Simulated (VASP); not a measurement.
# Te in VASP: notebook

The runs below take Te through single point, with PBE+D3(BJ), PBE, RPBE.

Program: VASP 6.6.1. These are calculated values, not measurements. Logs are shortened: lines on timing, memory, paths and dates and some standing lists are left out, and cuts for length are marked.

**1. The cell of the first run**

The cell holds a molecule in a box, 1 atom: a = 10.500 Å, b = 11.000 Å, c = 11.500 Å, α = 90.00°, β = 90.00°, γ = 90.00°.

**2. Single point, PBE+D3(BJ), collinear spin**

INCAR

```
SYSTEM = Te
PREC = Accurate ; ENCUT = 400
EDIFF = 1E-6 ; ISMEAR = 0
SIGMA = 0.005 ; LREAL = .FALSE.
LASPH = .TRUE. ; NELM = 200
ALGO = Normal ; ISIF = 2
LWAVE = .FALSE. ; LCHARG = .TRUE.
ISPIN = 2 ; MAGMOM = 2
LORBIT = 11 ; GGA = PE
IVDW = 12 ; LELF = .TRUE.
LVHAR = .TRUE. ; NBANDS = 13
GGA_COMPAT = .FALSE. ; NELMDL = -8
```

KPOINTS

```
Automatic mesh
0
G
  1 1 1
  0 0 0
```

POSCAR

```
Te
1.0
   10.5000000000      0.0000000000      0.0000000000
    0.0000000000     11.0000000000      0.0000000000
    0.0000000000      0.0000000000     11.5000000000
Te
1
Direct
    0.5000000000      0.5045454500      0.5000000000
```

Potentials or basis: VASP PAW PBE potentials, release 64 (Te).

Started as:

```console
$ cat potpaw_PBE.64/Te/POTCAR > POTCAR
$ mpirun -np 1 vasp_gam > vasp.out
```

OUTCAR:

```text
SYSTEM = Te
   PREC = Accurate
   ENCUT = 400
   EDIFF = 1E-6
   ISMEAR = 0
   LREAL = .FALSE.
   LASPH = .TRUE.
   NELM = 200
   ISIF = 2
   ISPIN = 2
   LORBIT = 11
   GGA = PE
   IVDW = 12
   NELMDL = -8
 IVDW          = 12

 ion  position               nearest neighbor table
   1  0.500  0.505  0.500-

  LATTYP: Found a simple orthorhombic cell.
 ALAT       =    10.5000000000
 B/A-ratio  =     1.0476190476
 C/A-ratio  =     1.0952380952

  Lattice vectors:

 A1 = (  10.5000000000,   0.0000000000,   0.0000000000)
 A2 = (   0.0000000000,  11.0000000000,   0.0000000000)
 A3 = (   0.0000000000,   0.0000000000,  11.5000000000)

Analysis of symmetry for initial positions (statically):
=====================================================================
 Subroutine PRICEL returns:
 Original cell was already a primitive cell.

 Routine SETGRP: Setting up the symmetry group for a
 simple orthorhombic supercell.

 Subroutine GETGRP returns: Found  8 space group operations
 (whereof  4 operations were pure point group operations)
 out of a pool of  8 trial point group operations.

The static configuration has the point symmetry C_2v.
 The point group associated with its full space group is D_2h.

Analysis of symmetry for dynamics (positions and initial velocities):
=====================================================================
 Subroutine PRICEL returns:
 Original cell was already a primitive cell.

 Routine SETGRP: Setting up the symmetry group for a
 simple orthorhombic supercell.

 Subroutine GETGRP returns: Found  8 space group operations
 (whereof  4 operations were pure point group operations)
 out of a pool of  8 trial point group operations.

The dynamic configuration has the point symmetry C_2v.
 The point group associated with its full space group is D_2h.

Analysis of structural, dynamic, and magnetic symmetry:
=====================================================================
 Subroutine PRICEL returns:
 Original cell was already a primitive cell.

 Routine SETGRP: Setting up the symmetry group for a
 simple orthorhombic supercell.

 Subroutine GETGRP returns: Found  8 space group operations
 (whereof  4 operations were pure point group operations)
 out of a pool of  8 trial point group operations.

The overall configuration has the point symmetry C_2v.
 The point group associated with its full space group is D_2h.

 Subroutine INISYM returns: Found  8 space group operations
 (whereof  4 operations are pure point group operations),
 and found     1 'primitive' translations

----------------------------------------------------------------------------------------

                                     Primitive cell

  volume of cell :    1328.2500

  direct lattice vectors                    reciprocal lattice vectors
    10.500000000  0.000000000  0.000000000     0.095238095  0.000000000  0.000000000
     0.000000000 11.000000000  0.000000000     0.000000000  0.090909091  0.000000000
     0.000000000  0.000000000 11.500000000     0.000000000  0.000000000  0.086956522

  length of vectors
    10.500000000 11.000000000 11.500000000     0.095238095  0.090909091  0.086956522

  position of ions in fractional coordinates (direct lattice)
     0.500000000  0.504545450  0.500000000

  ion indices of the primitive-cell ions
   primitive index   ion index
                 1           1

----------------------------------------------------------------------------------------

 KPOINTS: Automatic mesh

Automatic generation of k-mesh.
 Grid dimensions read from file:
 generate k-points for:    1    1    1

 Generating k-lattice:

  Cartesian coordinates                     Fractional coordinates (reciprocal lattice)
     0.095238095  0.000000000  0.000000000     1.000000000  0.000000000  0.000000000
     0.000000000  0.090909091  0.000000000     0.000000000  1.000000000  0.000000000
     0.000000000  0.000000000  0.086956522     0.000000000  0.000000000  1.000000000

  Length of vectors
     0.095238095  0.090909091  0.086956522

  Shift w.r.t. Gamma in fractional coordinates (k-lattice)
     0.000000000  0.000000000  0.000000000

 Subroutine IBZKPT returns following result:
 ===========================================

 Found      1 irreducible k-points:

 Following reciprocal coordinates:
            Coordinates               Weight
  0.000000  0.000000  0.000000      1.000000
   k-points           NKPTS =      1   k-points in BZ     NKDIM =      1   number of bands    NBANDS=     13
   number of dos      NEDOS =    301   number of ions     NIONS =      1
   total plane-waves  NPLWV = 403200
   dimension x,y,z NGX =    70 NGY =   72 NGZ =   80
   dimension x,y,z NGXF=   140 NGYF=  144 NGZF=  160
   ions per type =               1
   NGX,Y,Z   is equivalent  to a cutoff of  11.08, 10.88, 11.56 a.u.
   NGXF,Y,Z  is equivalent  to a cutoff of  22.17, 21.76, 23.13 a.u.
 SYSTEM =  Te
   PREC   = accura    normal or accurate (medium, high low for compatibility)
   ISTART =      0    job   : 0-new  1-cont  2-samecut
   ICHARG =      2    charge: 1-file 2-atom 10-const
   ISPIN  =      2    spin polarized calculation?
   LNONCOLLINEAR =      F non collinear calculations
   LSORBIT =      F    spin-orbit coupling
   LASPH  =      T    aspherical Exc in radial PAW
   ENCUT  =  400.0 eV  29.40 Ry    5.42 a.u.  17.12 17.94 18.75*2*pi/ulx,y,z
   NELM   =    200;   NELMIN=  2; NELMDL= -8     # of ELM steps
   EDIFF  = 0.1E-05   stopping-criterion for ELM
   LREAL  =      F    real-space projection
   EDIFFG = 0.1E-04   stopping-criterion for IOM
   NSW    =      0    number of steps for IOM
   IBRION =     -1    ionic relax: 0-MD 1-quasi-New 2-CG
   NFREE  =      0    steps in history (QN), initial steepest desc. (CG)
   ISIF   =      2    stress and relaxation
   ISYM   =      2    0-nonsym 1-usesym 2-fastsym
   POTIM  = 0.5000    time-step for ionic-motion
   TEBEG  =    0.0;   TEEND  =   0.0 temperature during run
   PSTRESS=    0.0 pullay stress
   NELECT =       6.0000    total number of electrons
   NUPDOWN=      -1.0000    fix difference up-down
   EMIN   =  10.00;   EMAX   =-10.00  energy-range for DOS
   EFERMI =   0.00;   METHOD = LEGACY
   ISMEAR =     0;   SIGMA  =   0.01  broadening in eV -4-tet -1-fermi 0-gaus
   EFERMI_NEDOS =   21; number of points for ismear=-14 and -15
   IALGO  =     38    algorithm
   IMIX   =      4    mixing-type and parameters
     AMIX     =   0.40;   BMIX     =  1.00
     AMIX_MAG =   1.60;   BMIX_MAG =  1.00
  volume/ion in A,a.u.               =    1328.25      8963.47
  Fermi-wavevector in a.u.,A,eV,Ry     =   0.270623  0.511404  0.996450  0.073237
  Thomas-Fermi vector in A             =   1.109268
   LORBIT       =     11    0 simple, 1 ext, 2 COOP (PROOUT), +10 PAW based schemes
   GGA     = PE    functional components
   LHFCALC =     F    Hartree Fock is set to
   AEXX    =    0.0000 exact exchange contribution
   IVDW    =    12    specifies the selected vdW correction
   LEPSILON=     F    determine dielectric tensor
   LRPA    =     F    only Hartree local field effects (RPA)
 spin polarized calculation
 Gauss-broadening in eV      SIGMA  =   0.01
  energy-cutoff  :      400.00
  volume of cell :     1328.25
 maximum number of plane-waves:     12033
 NGX is ok and might be reduce to    70
   NGX = 35   NGY = 35   NGZ = 37

 number of electron       6.0000001 magnetization       2.0000000

 Free energy of the ion-electron system (eV)
  ---------------------------------------------------
  ext. energy  EPLUGINS =         0.00000000
  ---------------------------------------------------
  free energy    TOTEN  =        -0.72326018 eV

  energy without entropy =       -0.72326018  energy(sigma->0) =       -0.72326018

 E-fermi :  -4.9804     XC(G=0):  -0.7290

 val. band max:       -5.0087229140   @ k =   0.0000   0.0000   0.0000
 cond. band min:      -4.7796745935   @ k =   0.0000   0.0000   0.0000
 fundamental gap:      0.2290483205
 Fermi energy:        -4.9804121828

 spin component 1

 k-point     1 :       0.0000    0.0000    0.0000
  band No.  band energies     occupation
      1     -15.3575      1.00000
      2      -6.5385      1.00000
      3      -6.5384      1.00000
      4      -5.5584      1.00000
      5      -0.5332      0.00000
      6       0.7438      0.00000
      7       0.8190      0.00000
      8       0.8962      0.00000
      9       0.8979      0.00000
     10       1.0080      0.00000
     11       1.0626      0.00000
     12       1.2646      0.00000
     13       1.3901      0.00000
 Fermi energy:        -4.9804121828

 spin component 2

 k-point     1 :       0.0000    0.0000    0.0000
  band No.  band energies     occupation
      1     -14.0387      1.00000
      2      -5.0087      1.00000
      3      -4.7797      0.00000
      4      -4.7795      0.00000
      5      -0.2399      0.00000
      6       1.0010      0.00000
      7       1.0294      0.00000
      8       1.0960      0.00000
      9       1.1873      0.00000
     10       1.2004      0.00000
     11       1.3022      0.00000
     12       1.6729      0.00000
     13       1.7312      0.00000

------------------------ aborting loop because EDIFF is reached ----------------------------------------

 Edisp (eV)   -0.00071

 E8    (eV) :    -0.0001

  FORCE on cell =-STRESS in cart. coord.  units (eV):
  Direction    XX          YY          ZZ          XY          YZ          ZX
  --------------------------------------------------------------------------------------
  -------------------------------------------------------------------------------------
  Total      -0.00217    -0.00271    -0.00037     0.00000     0.00000     0.00000
  in kB      -0.00262    -0.00327    -0.00044     0.00000     0.00000     0.00000
  external pressure =       -0.00 kB  Pullay stress =        0.00 kB

 VOLUME and BASIS-vectors are now :
 -----------------------------------------------------------------------------
  energy-cutoff  :      400.00
  volume of cell :     1328.25
      direct lattice vectors                 reciprocal lattice vectors
    10.500000000  0.000000000  0.000000000     0.095238095  0.000000000  0.000000000
     0.000000000 11.000000000  0.000000000     0.000000000  0.090909091  0.000000000
     0.000000000  0.000000000 11.500000000     0.000000000  0.000000000  0.086956522

 POSITION                                       TOTAL-FORCE (eV/Angst)
 -----------------------------------------------------------------------------------
      5.25000      5.55000      5.75000         0.000000      0.000000      0.000000
 -----------------------------------------------------------------------------------
    total drift:                               -0.000000     -0.000002     -0.000000

  FREE ENERGIE OF THE ION-ELECTRON SYSTEM (eV)
  ---------------------------------------------------
  free  energy   TOTEN  =        -0.7239670061 eV

  energy  without entropy=       -0.7239670061  energy(sigma->0) =       -0.72396701

 total charge

# of ion       s       p       d       tot
------------------------------------------
    1        1.415   1.816   0.001   3.232

 magnetization (x)

# of ion       s       p       d       tot
------------------------------------------
    1        0.012   0.942   0.001   0.955
```

Run time: 97 s. Hardware: 1 thread of Intel Xeon 6975P-C (Granite Rapids), shared host; peak memory 0.98 GiB.

What came out:

| Property | Result |
| --- | --- |
| Free energy | -0.7240 eV |
| Gap between the frontier levels | 0.23 eV |
| Net moment | 2.00 μB per cell |
| Site moments | Te +0.95 μB |
| Valence electrons inside the program's atomic spheres | Te 3.23 |
| Dispersion energy per atom | -0.001 eV |

Levels at points of the mesh, in eV from the valence-band top:
Spin up:
```
           k point  band 1  band 2  band 3  band 4  band 5  band 6  band 7  band 8
(0.00, 0.00, 0.00)  -10.35   -1.53   -1.53   -0.55    4.48    5.75    5.83    5.90
```
Spin down:
```tsv
k point	band 1	band 2	band 3	band 4	band 5
(0.00, 0.00, 0.00)	-9.03	0.00	0.23	0.23	4.77
```

Caveat: spin-orbit coupling is left out, which moves the levels of the heavy elements.

**3. Single point, PBE, collinear spin**

INCAR

```
SYSTEM = Te
ALGO = Normal
EDIFF = 1E-6
ENCUT = 400
GGA = PE
GGA_COMPAT = .FALSE.
ISIF = 2
ISMEAR = 0
ISPIN = 2
LASPH = .TRUE.
LCHARG = .FALSE.
LORBIT = 11
LREAL = .FALSE.
LWAVE = .FALSE.
MAGMOM = 2
NBANDS = 13
NELM = 200
NELMDL = -8
PREC = Accurate
SIGMA = 0.005
```

KPOINTS

```
k-points
0
G
  1 1 1
  0 0 0
```

POSCAR is that of step 2.

Potentials or basis: VASP PAW PBE potentials, release 64 (Te).

Started as:

```console
$ cat potpaw_PBE.64/Te/POTCAR > POTCAR
$ mpirun -np 1 vasp_gam > vasp.out
```

OUTCAR:

```text
SYSTEM = Te
   EDIFF = 1E-6
   ENCUT = 400
   GGA = PE
   ISIF = 2
   ISMEAR = 0
   ISPIN = 2
   LASPH = .TRUE.
   LORBIT = 11
   LREAL = .FALSE.
   NELM = 200
   NELMDL = -8
   PREC = Accurate

 ion  position               nearest neighbor table
   1  0.500  0.505  0.500-

  LATTYP: Found a simple orthorhombic cell.
 ALAT       =    10.5000000000
 B/A-ratio  =     1.0476190476
 C/A-ratio  =     1.0952380952

  Lattice vectors:

 A1 = (  10.5000000000,   0.0000000000,   0.0000000000)
 A2 = (   0.0000000000,  11.0000000000,   0.0000000000)
 A3 = (   0.0000000000,   0.0000000000,  11.5000000000)

Analysis of symmetry for initial positions (statically):
=====================================================================
 Subroutine PRICEL returns:
 Original cell was already a primitive cell.

 Routine SETGRP: Setting up the symmetry group for a
 simple orthorhombic supercell.

[... 178 lines left out ...]
     10       1.0080      0.00000
     11       1.0626      0.00000
     12       1.2646      0.00000
     13       1.3901      0.00000
 Fermi energy:        -4.9804121828

 spin component 2

 k-point     1 :       0.0000    0.0000    0.0000
  band No.  band energies     occupation
      1     -14.0387      1.00000
      2      -5.0087      1.00000
      3      -4.7797      0.00000
      4      -4.7795      0.00000
      5      -0.2399      0.00000
      6       1.0010      0.00000
      7       1.0294      0.00000
      8       1.0960      0.00000
      9       1.1873      0.00000
     10       1.2004      0.00000
     11       1.3022      0.00000
     12       1.6729      0.00000
     13       1.7312      0.00000

------------------------ aborting loop because EDIFF is reached ----------------------------------------

  FORCE on cell =-STRESS in cart. coord.  units (eV):
  Direction    XX          YY          ZZ          XY          YZ          ZX
  --------------------------------------------------------------------------------------
  -------------------------------------------------------------------------------------
  Total       -0.0003617     -0.0012723      0.0008021      0.0000000      0.0000000      0.0000000
  in kB       -0.0004363     -0.0015346      0.0009675      0.0000000      0.0000000      0.0000000
  external PRESSURE =      -0.0003345 kB  Pullay stress =       0.0000000 kB

 VOLUME and BASIS-vectors are now :
 -----------------------------------------------------------------------------
  energy-cutoff  :      400.00
  volume of cell :     1328.25
      direct lattice vectors                 reciprocal lattice vectors
    10.500000000  0.000000000  0.000000000     0.095238095  0.000000000  0.000000000
     0.000000000 11.000000000  0.000000000     0.000000000  0.090909091  0.000000000
     0.000000000  0.000000000 11.500000000     0.000000000  0.000000000  0.086956522

 POSITION                                       TOTAL-FORCE (eV/Angst)
 -----------------------------------------------------------------------------------
      5.25000      5.55000      5.75000         0.000000      0.000000      0.000000
 -----------------------------------------------------------------------------------
    total drift:                               -0.000000     -0.000002     -0.000000

  FREE ENERGIE OF THE ION-ELECTRON SYSTEM (eV)
  ---------------------------------------------------
  free  energy   TOTEN  =        -0.7232601771 eV

  energy  without entropy=       -0.7232601771  energy(sigma->0) =       -0.72326018

 total charge

# of ion       s       p       d       tot
------------------------------------------
    1        1.415   1.816   0.001   3.232

 magnetization (x)

# of ion       s       p       d       tot
------------------------------------------
    1        0.012   0.942   0.001   0.955
```

OSZICAR:

```text
N       E                     dE             d eps       ncg     rms          rms(c)
DAV:   1     0.321489523379E+02    0.32149E+02   -0.88320E+02    52   0.164E+02
DAV:   2     0.676404115788E+01   -0.25385E+02   -0.24307E+02    99   0.221E+01
[... 21 lines left out ...]
DAV:  24    -0.723208744997E+00   -0.47842E-04   -0.13392E-06    57   0.380E-03    0.226E-03
DAV:  25    -0.723241165377E+00   -0.32420E-04   -0.28673E-06    52   0.484E-03    0.129E-03
DAV:  26    -0.723249061025E+00   -0.78956E-05   -0.25618E-07    52   0.157E-03    0.704E-04
DAV:  27    -0.723255816659E+00   -0.67556E-05   -0.27309E-07    52   0.146E-03    0.210E-04
DAV:  28    -0.723259603048E+00   -0.37864E-05   -0.24846E-07    52   0.106E-03    0.158E-04
DAV:  29    -0.723260177135E+00   -0.57409E-06   -0.29199E-08    57   0.428E-04
   1 F= -.72326018E+00 E0= -.72326018E+00  d E =-.168239E-16  mag=     2.0000
```

stdout:

```text
POSCAR found type information on POSCAR Te
 POSCAR found :  1 types and       1 ions
 scaLAPACK will be used
 LDA part: xc-table for (Slater+PW92), standard interpolation
 POSCAR, INCAR and KPOINTS ok, starting setup
 FFT: planning ... GRIDC
 FFT: planning ... GRID_SOFT
 FFT: planning ... GRID
 WAVECAR not read
 entering main loop
```

Wall time 89 s (1 thread of Intel Xeon 6975P-C (Granite Rapids), shared host); peak memory 0.99 GiB.

Results:

```
Free energy                                           : -0.7233 eV
Gap between the frontier levels                       : 0.23 eV
Net moment                                            : 2.00 μB per cell
Site moments                                          : Te +0.95 μB
Valence electrons inside the program's atomic spheres : Te 3.23
```

Caveat: spin-orbit coupling is left out, which moves the levels of the heavy elements.

(Continued in part 2 of 2.)
